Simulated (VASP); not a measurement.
# TiO2 (C2/c) in VASP: further runs

The runs below take TiO2 through single point, with PBEsol.

All numbers are computed with VASP 6.6.1; they aren't measurements. Logs are shortened: lines on timing, memory, paths and dates and some standing lists are left out, and cuts for length are marked.

## 1. The cell of the first run

Symmetry: C2/c, No. 15, monoclinic system. The conventional cell has a = 5.460 Å, b = 5.461 Å, c = 5.520 Å, α = 90.00°, β = 118.77°, γ = 90.00°. Within 2.6 Å of Ti (site symmetry 2) lie 6 O at 1.95 to 2.02 Å. O (site symmetry 1) has 3 Ti at 1.95 to 2.02 Å and 2 O at 2.52 Å within 2.6 Å.

## 2. Single point, PBEsol

Input file INCAR:

```
SYSTEM = TiO2
ALGO = Normal ; EDIFF = 1E-6
ENCUT = 520 ; GGA = PS
ISIF = 2 ; ISMEAR = 0
LASPH = .True. ; LCHARG = .False.
LREAL = .False. ; LWAVE = .False.
NBANDS = 33 ; NELM = 80
PREC = Accurate ; SIGMA = 0.01
```

Input file KPOINTS:

```
k-points
0
Gamma
  6 6 4
  0 0 0
```

Input file POSCAR:

```
TiO2
1.0
    2.7298769378     -2.7305034094      0.0000000000
    2.7298769378      2.7305034094      0.0000000000
   -2.6567351119      0.0000000000      4.8389002966
Ti O
2 4
Direct
    0.1341100000      0.8658900000      0.2500000000
    0.8658900000      0.1341100000      0.7500000000
    0.3312210000      0.0887550000      0.6671490000
    0.6687790000      0.9112450000      0.3328510000
    0.9112450000      0.6687790000      0.8328510000
    0.0887550000      0.3312210000      0.1671490000
```

Potentials or basis: VASP PAW PBE potentials, release 64 (Ti_sv, O).

Command:

```sh
$ cat potpaw_PBE.64/Ti_sv/POTCAR potpaw_PBE.64/O/POTCAR > POTCAR
$ mpirun -np 1 vasp_std > vasp.out
```

OUTCAR:

```text
SYSTEM = TiO2
   EDIFF = 1E-6
   ENCUT = 520
   GGA = PS
   ISIF = 2
   ISMEAR = 0
   LASPH = .True.
   LREAL = .False.
   NELM = 80
   PREC = Accurate

 ion  position               nearest neighbor table
   1  0.134  0.866  0.250-   4 1.95   6 1.95   6 1.99   4 1.99   3 2.02   5 2.02
   2  0.866  0.134  0.750-   5 1.95   3 1.95   5 1.99   3 1.99   6 2.02   4 2.02
   3  0.331  0.089  0.667-   2 1.95   2 1.99   1 2.02
   4  0.669  0.911  0.333-   1 1.95   1 1.99   2 2.02
   5  0.911  0.669  0.833-   2 1.95   2 1.99   1 2.02
   6  0.089  0.331  0.167-   1 1.95   1 1.99   2 2.02

  LATTYP: Found a base centered monoclinic cell.
 ALAT       =     5.4597538756
 B/A-ratio  =     1.0002294871
 C/A-ratio  =     1.0110809974
 COS(beta)  =    -0.4812705001

  Lattice vectors:

 A1 = (   2.7298769378,  -2.7305034094,   0.0000000000)
 A2 = (   2.7298769378,   2.7305034094,   0.0000000000)
 A3 = (  -2.6567351119,   0.0000000000,   4.8389002966)

Analysis of symmetry for initial positions (statically):
=====================================================================
 Subroutine PRICEL returns:
 Original cell was already a primitive cell.

 Routine SETGRP: Setting up the symmetry group for a
 base centered monoclinic supercell.

 Subroutine GETGRP returns: Found  4 space group operations
 (whereof  2 operations were pure point group operations)
 out of a pool of  4 trial point group operations.

The static configuration has the point symmetry S_2 .
 The point group associated with its full space group is C_2h.

Analysis of symmetry for dynamics (positions and initial velocities):
=====================================================================
 Subroutine PRICEL returns:
 Original cell was already a primitive cell.

 Routine SETGRP: Setting up the symmetry group for a
 base centered monoclinic supercell.

 Subroutine GETGRP returns: Found  4 space group operations
 (whereof  2 operations were pure point group operations)
 out of a pool of  4 trial point group operations.

The dynamic configuration has the point symmetry S_2 .
 The point group associated with its full space group is C_2h.

 Subroutine INISYM returns: Found  4 space group operations
 (whereof  2 operations are pure point group operations),
 and found     1 'primitive' translations

[... 102 lines left out ...]
   EDIFF  = 0.1E-05   stopping-criterion for ELM
   LREAL  =      F    real-space projection
   EDIFFG = 0.1E-04   stopping-criterion for IOM
   NSW    =      0    number of steps for IOM
   IBRION =     -1    ionic relax: 0-MD 1-quasi-New 2-CG
   NFREE  =      0    steps in history (QN), initial steepest desc. (CG)
   ISIF   =      2    stress and relaxation
   ISYM   =      2    0-nonsym 1-usesym 2-fastsym
   POTIM  = 0.5000    time-step for ionic-motion
   TEBEG  =    0.0;   TEEND  =   0.0 temperature during run
   PSTRESS=    0.0 pullay stress
   NELECT =      48.0000    total number of electrons
   NUPDOWN=      -1.0000    fix difference up-down
   EMIN   =  10.00;   EMAX   =-10.00  energy-range for DOS
   EFERMI =   0.00;   METHOD = LEGACY
   ISMEAR =     0;   SIGMA  =   0.01  broadening in eV -4-tet -1-fermi 0-gaus
   EFERMI_NEDOS =   21; number of points for ismear=-14 and -15
   IALGO  =     38    algorithm
   IMIX   =      4    mixing-type and parameters
     AMIX     =   0.40;   BMIX     =  1.00
     AMIX_MAG =   1.60;   BMIX_MAG =  1.00
  volume/ion in A,a.u.               =      12.02        81.13
  Fermi-wavevector in a.u.,A,eV,Ry     =   1.429227  2.700847 27.792467  2.042689
  Thomas-Fermi vector in A             =   2.549203
   LORBIT       =      0    0 simple, 1 ext, 2 COOP (PROOUT), +10 PAW based schemes
   GGA     = PS    functional components
   LHFCALC =     F    Hartree Fock is set to
   AEXX    =    0.0000 exact exchange contribution
   IVDW    =     0    specifies the selected vdW correction
   LEPSILON=     F    determine dielectric tensor
   LRPA    =     F    only Hartree local field effects (RPA)
 non-spin polarized calculation
 Gauss-broadening in eV      SIGMA  =   0.01
  energy-cutoff  :      520.00
  volume of cell :       72.14
 maximum number of plane-waves:      1958
 NGX is ok and might be reduce to    30
   NGX = 15   NGY = 15   NGZ = 21

 number of electron      48.0000008 magnetization

 Free energy of the ion-electron system (eV)
  ---------------------------------------------------
  ext. energy  EPLUGINS =         0.00000000
  ---------------------------------------------------
  free energy    TOTEN  =       -56.05592470 eV

  energy without entropy =      -56.05592470  energy(sigma->0) =      -56.05592470

 E-fermi :   2.8130     XC(G=0): -10.7260

 val. band max:        2.7595653336   @ k =   0.5000   0.5000  -0.0000
 cond. band min:       4.7110156934   @ k =   0.0000   0.0000   0.0000
 fundamental gap:      1.9514503598
 Fermi energy:         2.8129916665

 k-point     1 :       0.0000    0.0000    0.0000
  band No.  band energies     occupation
      1     -53.5852      2.00000
      2     -53.5372      2.00000
      3     -30.0916      2.00000
      4     -29.8918      2.00000
      5     -29.8911      2.00000
      6     -29.8352      2.00000
[... 853 lines left out ...]
     32       8.3836      0.00000
     33       8.6201      0.00000

 [... further k-points ...]

------------------------ aborting loop because EDIFF is reached ----------------------------------------

  FORCE on cell =-STRESS in cart. coord.  units (eV):
  Direction    XX          YY          ZZ          XY          YZ          ZX
  --------------------------------------------------------------------------------------
  -------------------------------------------------------------------------------------
  Total       -5.2622807     -5.2726661     -5.2493967      0.0000000      0.0000000     -0.2414288
  in kB     -116.8751356   -117.1057963   -116.5889821      0.0000000      0.0000000     -5.3621279
  external PRESSURE =    -116.8566380 kB  Pullay stress =       0.0000000 kB

 VOLUME and BASIS-vectors are now :
 -----------------------------------------------------------------------------
  energy-cutoff  :      520.00
  volume of cell :       72.14
      direct lattice vectors                 reciprocal lattice vectors
     2.729876938 -2.730503409  0.000000000     0.183158440 -0.183116417  0.100560753
     2.729876938  2.730503409  0.000000000     0.183158440  0.183116417  0.100560753
    -2.656735112  0.000000000  4.838900297     0.000000000  0.000000000  0.206658525

 POSITION                                       TOTAL-FORCE (eV/Angst)
 -----------------------------------------------------------------------------------
      2.06569      1.99813      1.20973         0.000000      0.030513      0.000000
      0.73733     -1.99813      3.62918         0.000000     -0.030513      0.000000
     -0.62596     -0.66205      3.22827         0.028340     -0.062644     -0.348654
      3.42897      0.66205      1.61063        -0.028340      0.062644      0.348654
      2.10061     -0.66205      4.03008        -0.028340     -0.062644      0.348654
      0.70241      0.66205      0.80882         0.028340      0.062644     -0.348654
 -----------------------------------------------------------------------------------
    total drift:                                0.000000     -0.000000     -0.000000

  FREE ENERGIE OF THE ION-ELECTRON SYSTEM (eV)
  ---------------------------------------------------
  free  energy   TOTEN  =       -56.0559247022 eV

  energy  without entropy=      -56.0559247022  energy(sigma->0) =      -56.05592470
```

stdout:

```text
POSCAR found type information on POSCAR TiO
 POSCAR found :  2 types and       6 ions
 scaLAPACK will be used
 -----------------------------------------------------------------------------
|                                                                             |
|                                                                             |
|     You enforced a specific xc type in the INCAR file but a different       |
|     I HOPE YOU KNOW WHAT YOU ARE DOING!                                     |
|                                                                             |
 -----------------------------------------------------------------------------

 LDA part: xc-table for (Slater+PW92), standard interpolation
 POSCAR, INCAR and KPOINTS ok, starting setup
 FFT: planning ... GRIDC
 FFT: planning ... GRID_SOFT
 FFT: planning ... GRID
 WAVECAR not read
 entering main loop
```

It took 2.3 min on 1 thread of Intel Xeon Platinum 8488C (Sapphire Rapids), shared host; peak memory 0.23 GiB.

Results:

* Free energy: -56.0559 eV
* Pressure: -11.7 GPa
* Largest force: 0.355 eV/Å
* Band gap on the k mesh: 1.95 eV (least direct gap 2.27 eV)

Forces on the atoms (eV/Å):
```
Ti   0.000  0.031  0.000
Ti   0.000 -0.031  0.000
O    0.028 -0.063 -0.349
O   -0.028  0.063  0.349
O   -0.028 -0.063  0.349
O    0.028  0.063 -0.349
```

Caveat: the cell stands under tension; the PAW data sets were made with another functional, which shifts forces and pressure a little. A k mesh can miss the band edges.

## 3. Single point, PBEsol

This run uses another cell than the first one, of 12.34 Å³/atom.

Input file INCAR:

```
PREC = Accurate
ENCUT = 520
EDIFF = 1E-6
ISMEAR = 0
SIGMA = 0.01
LREAL = F
LASPH = T
NELM = 100
ALGO = Normal
ISIF = 2
LWAVE = F
LCHARG = F
GGA = PS
NBANDS = 33
```

Input file KPOINTS:

```
regular mesh
0
Gamma
  6 6 4
```

POSCAR: that of step 2 with these lines changed.

```diff
@@ -2,5 +2,5 @@
 1.0
-    2.7298769378     -2.7305034094      0.0000000000
-    2.7298769378      2.7305034094      0.0000000000
-   -2.6567351119      0.0000000000      4.8389002966
+    2.7533105040     -2.7539423534      0.0000000000
+    2.7533105040      2.7539423534      0.0000000000
+   -2.6795408206      0.0000000000      4.8804379532
 Ti O
```

Potentials or basis: VASP PAW PBE potentials, release 64 (Ti_sv, O).

Command:

```sh
$ cat potpaw_PBE.64/Ti_sv/POTCAR potpaw_PBE.64/O/POTCAR > POTCAR
$ mpirun -np 1 vasp_std > vasp.out
```

OUTCAR:

```text
PREC = Accurate
   ENCUT = 520
   EDIFF = 1E-6
   ISMEAR = 0
   LREAL = F
   LASPH = T
   NELM = 100
   ISIF = 2
   GGA = PS

 ion  position               nearest neighbor table
   1  0.134  0.866  0.250-   4 1.97   6 1.97   6 2.01   4 2.01   3 2.04   5 2.04
   2  0.866  0.134  0.750-   5 1.97   3 1.97   5 2.01   3 2.01   6 2.04   4 2.04
   3  0.331  0.089  0.667-   2 1.97   2 2.01   1 2.04
   4  0.669  0.911  0.333-   1 1.97   1 2.01   2 2.04
   5  0.911  0.669  0.833-   2 1.97   2 2.01   1 2.04
   6  0.089  0.331  0.167-   1 1.97   1 2.01   2 2.04

  LATTYP: Found a base centered monoclinic cell.
 ALAT       =     5.5066210080
 B/A-ratio  =     1.0002294872
 C/A-ratio  =     1.0110809974
 COS(beta)  =    -0.4812705001

  Lattice vectors:

 A1 = (   2.7533105040,  -2.7539423534,   0.0000000000)
 A2 = (   2.7533105040,   2.7539423534,   0.0000000000)
 A3 = (  -2.6795408206,   0.0000000000,   4.8804379532)

Analysis of symmetry for initial positions (statically):
=====================================================================
 Subroutine PRICEL returns:
 Original cell was already a primitive cell.
[... 185 lines left out ...]
 fundamental gap:      1.8961119530
 Fermi energy:         2.6089947917

 k-point     1 :       0.0000    0.0000    0.0000
  band No.  band energies     occupation
      1     -53.9034      2.00000
      2     -53.8609      2.00000
      3     -30.3778      2.00000
      4     -30.1965      2.00000
      5     -30.1956      2.00000
      6     -30.1457      2.00000
[... 853 lines left out ...]
     32       7.9464      0.00000
     33       8.1839      0.00000

 [... further k-points ...]

------------------------ aborting loop because EDIFF is reached ----------------------------------------

  FORCE on cell =-STRESS in cart. coord.  units (eV):
  Direction    XX          YY          ZZ          XY          YZ          ZX
  --------------------------------------------------------------------------------------
  -------------------------------------------------------------------------------------
  Total       -7.2535836     -7.2595044     -7.3372392      0.0000000      0.0000000     -0.3262569
  in kB     -157.0233999   -157.1515708   -158.8343498      0.0000000      0.0000000     -7.0627105
  external PRESSURE =    -157.6697735 kB  Pullay stress =       0.0000000 kB

 VOLUME and BASIS-vectors are now :
 -----------------------------------------------------------------------------
  energy-cutoff  :      520.00
  volume of cell :       74.01
      direct lattice vectors                 reciprocal lattice vectors
     2.753310504 -2.753942353  0.000000000     0.181599569 -0.181557903  0.099704875
     2.753310504  2.753942353  0.000000000     0.181599569  0.181557903  0.099704875
    -2.679540821  0.000000000  4.880437953     0.000000000  0.000000000  0.204899644

 POSITION                                       TOTAL-FORCE (eV/Angst)
 -----------------------------------------------------------------------------------
      2.08343      2.01528      1.22011        -0.000000      0.002488      0.000000
      0.74365     -2.01528      3.66033         0.000000     -0.002488      0.000000
     -0.63133     -0.66774      3.25598         0.047386     -0.086330     -0.472432
      3.45841      0.66774      1.62446        -0.047386      0.086330      0.472432
      2.11864     -0.66774      4.06468        -0.047386     -0.086330      0.472432
      0.70844      0.66774      0.81576         0.047386      0.086330     -0.472432
 -----------------------------------------------------------------------------------
    total drift:                                0.000000     -0.000000     -0.000000

  FREE ENERGIE OF THE ION-ELECTRON SYSTEM (eV)
  ---------------------------------------------------
  free  energy   TOTEN  =       -55.8974706257 eV

  energy  without entropy=      -55.8974706257  energy(sigma->0) =      -55.89747063
```

stdout:

```text
POSCAR found type information on POSCAR TiO
 POSCAR found :  2 types and       6 ions
 scaLAPACK will be used
 -----------------------------------------------------------------------------
|                                                                             |
|                                                                             |
|     You enforced a specific xc type in the INCAR file but a different       |
|     I HOPE YOU KNOW WHAT YOU ARE DOING!                                     |
|                                                                             |
 -----------------------------------------------------------------------------

 LDA part: xc-table for (Slater+PW92), standard interpolation
 POSCAR, INCAR and KPOINTS ok, starting setup
 FFT: planning ... GRIDC
 FFT: planning ... GRID_SOFT
 FFT: planning ... GRID
 WAVECAR not read
 entering main loop
```

Run time: 2.4 min. Hardware: 1 thread of Intel Xeon Platinum 8488C (Sapphire Rapids), shared host; peak memory 0.23 GiB.

Results:

| Property | Result |
| --- | --- |
| Free energy | -55.8975 eV |
| Pressure | -15.8 GPa |
| Largest force | 0.483 eV/Å |
| Band gap on the k mesh | 1.90 eV (least direct gap 2.21 eV) |

Forces in eV/Å, atoms in the order of the input:
```
Ti   0.000  0.002  0.000
Ti   0.000 -0.002  0.000
O    0.047 -0.086 -0.472
O   -0.047  0.086  0.472
O   -0.047 -0.086  0.472
O    0.047  0.086 -0.472
```

Caveat: the cell stands under tension; the PAW data sets were made with another functional, which shifts forces and pressure a little.

## 4. Single point, PBEsol

This run uses another cell than the first one, of 12.65 Å³/atom.

Input file INCAR:

```
PREC = Accurate ; ENCUT = 520
EDIFF = 1E-6 ; ISMEAR = 0
SIGMA = 0.01 ; LREAL = False
LASPH = True ; NELM = 60
ALGO = Normal ; ISIF = 2
LWAVE = False ; LCHARG = True
GGA = PS ; LELF = True
LVHAR = True ; NBANDS = 33
```

Input file KPOINTS:

```
Automatic mesh
0
Gamma
  6 6 4
```

POSCAR: that of step 3 with these lines changed.

```diff
@@ -2,5 +2,5 @@
 1.0
-    2.7533105040     -2.7539423534      0.0000000000
-    2.7533105040      2.7539423534      0.0000000000
-   -2.6795408206      0.0000000000      4.8804379532
+    2.7763518305     -2.7769889676      0.0000000000
+    2.7763518305      2.7769889676      0.0000000000
+   -2.7019647989      0.0000000000      4.9212803370
 Ti O
```

Command:

```sh
$ cat potpaw_PBE.64/Ti_sv/POTCAR potpaw_PBE.64/O/POTCAR > POTCAR
$ mpirun -np 1 vasp_std > vasp.out
```

It took 2.4 min on 1 thread of Intel Xeon Platinum 8488C (Sapphire Rapids), shared host; peak memory 0.23 GiB.

The run converged. Its results:

* Free energy: -55.6943 eV
* Pressure: -19.3 GPa
* Largest force: 0.598 eV/Å
* Band gap on the k mesh: 1.84 eV (least direct gap 2.15 eV)

Forces on the atoms (eV/Å):
```
Ti   0.000 -0.024  0.000
Ti   0.000  0.024  0.000
O    0.065 -0.108 -0.584
O   -0.065  0.108  0.584
O   -0.065 -0.108  0.584
O    0.065  0.108 -0.584
```

Stress tensor (GPa, compression positive):
```
-19.18   0.00  -0.85
  0.00 -19.18   0.00
 -0.85   0.00 -19.55
```

Levels at points of the mesh, in eV from the valence-band top:
```tsv
k point	band 21	band 22	band 23	band 24	band 25	band 26	band 27	band 28
(0.00, 0.00, 0.00)	-0.81	-0.73	-0.38	-0.38	1.84	2.47	3.38	3.39
(0.50, 0.00, 0.00)	-1.71	-0.95	-0.80	-0.61	2.85	2.98	3.01	3.21
(0.50, 0.50, 0.00)	-2.03	-1.76	-0.02	0.00	2.85	2.88	3.13	3.43
(0.00, 0.00, 0.50)	-1.24	-1.24	-0.14	-0.14	2.14	2.14	3.23	3.23
(0.50, 0.00, 0.50)	-1.73	-0.95	-0.78	-0.61	2.72	3.06	3.09	3.12
(0.50, 0.50, 0.50)	-1.90	-1.90	-0.02	-0.02	2.87	2.87	3.29	3.29
```

Caveat: the cell stands under tension; the PAW data sets were made with another functional, which shifts forces and pressure a little.

## 5. Summary

```csv
cell,gap on the mesh (eV),pressure (GPa),largest force (eV/Å)
"a = 3.861, b = 3.861, c = 5.520 Å, angles 109.9, 109.9, 90.0°, 6 atoms",1.95,-11.7,0.36
"a = 3.894, b = 3.894, c = 5.568 Å, angles 109.9, 109.9, 90.0°, 6 atoms",1.90,-15.8,0.48
"a = 3.927, b = 3.927, c = 5.614 Å, angles 109.9, 109.9, 90.0°, 6 atoms",1.84,-19.3,0.60
```

Alike in all rows: task single point; level PBEsol; potentials or basis VASP PAW PBE potentials, release 64 (Ti_sv, O); no spin polarisation; k mesh 6 × 6 × 4; cutoff (eV) 520; smearing gaussian 0.01 eV.

Caveats: the cell stands under tension; the PAW data sets were made with another functional, which shifts forces and pressure a little.

Absolute energies hang on the potentials; compare differences alone.
